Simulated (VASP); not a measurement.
Wanted: the native input for a VASP 6.6.1 run.

```yaml
Task: single point
Functional: r2SCAN
Potentials_or_basis: VASP PAW PBE potentials, release 64 (Zn, S)
Cutoff: 520 eV
k_mesh: 9 × 9 × 9
Occupations: fermi-dirac, width 0.05 eV
Spin: no spin polarisation
Dipole_correction: no
Further_INCAR_settings: ALGO = Normal; EDIFF = 1e-07; NBANDS = 16
```

ZnS:

```
Zn S
1.0
     0.00000    2.69452    2.69452
     2.69452    0.00000    2.69452
     2.69452    2.69452    0.00000
Zn S
1 1
Direct
  0.75000 0.75000 0.75000
  0.00000 0.00000 0.00000
```

These files were run (other wordings do the same):

POSCAR

```
ZnS
1.0
    0.0000000000      2.6945203615      2.6945203615
    2.6945203615      0.0000000000      2.6945203615
    2.6945203615      2.6945203615      0.0000000000
Zn S
1 1
Direct
    0.7500000000      0.7500000000      0.7500000000
    0.0000000000      0.0000000000      0.0000000000
```

INCAR.step1

```
SYSTEM = ZnS
PREC = Accurate
ENCUT = 520
ISMEAR = -1
SIGMA = 0.05
LREAL = .False.
LASPH = .True.
NELM = 60
NBANDS = 16
GGA = PE
ALGO = Normal
EDIFF = 1E-4
LWAVE = .True.
LCHARG = .False.
```

INCAR.step2

```
SYSTEM = ZnS
PREC = Accurate
ENCUT = 520
EDIFF = 1E-7
ISMEAR = -1
SIGMA = 0.05
LREAL = .False.
LASPH = .True.
NELM = 60
ALGO = Normal
ISIF = 2
LWAVE = .False.
LCHARG = .True.
METAGGA = R2SCAN
LMIXTAU = .True.
LELF = .True.
LVHAR = .True.
NBANDS = 16
ISTART = 1
```

KPOINTS

```
regular mesh
0
Gamma
  9 9 9
  0 0 0
```

Potentials or basis: VASP PAW PBE potentials, release 64 (Zn, S).

Run with:

```sh
$ cat potpaw_PBE.64/Zn/POTCAR potpaw_PBE.64/S/POTCAR > POTCAR
$ cp INCAR.step1 INCAR
$ mpirun -np 1 vasp_std > vasp.out
$ cp INCAR.step2 INCAR
$ mpirun -np 1 vasp_std > vasp.out
```

It gave:

| Property | Result |
| --- | --- |
| Pressure | 0.0 GPa |
| Band gap on the k mesh | 2.71 eV |

Caveat: the PAW data sets were made with another functional, which shifts forces and pressure a little.

Run time: 74 s on 1 thread of AMD EPYC 9R45 96-Core Processor (Zen 5), with other jobs on the host, peak memory 0.14 GiB.
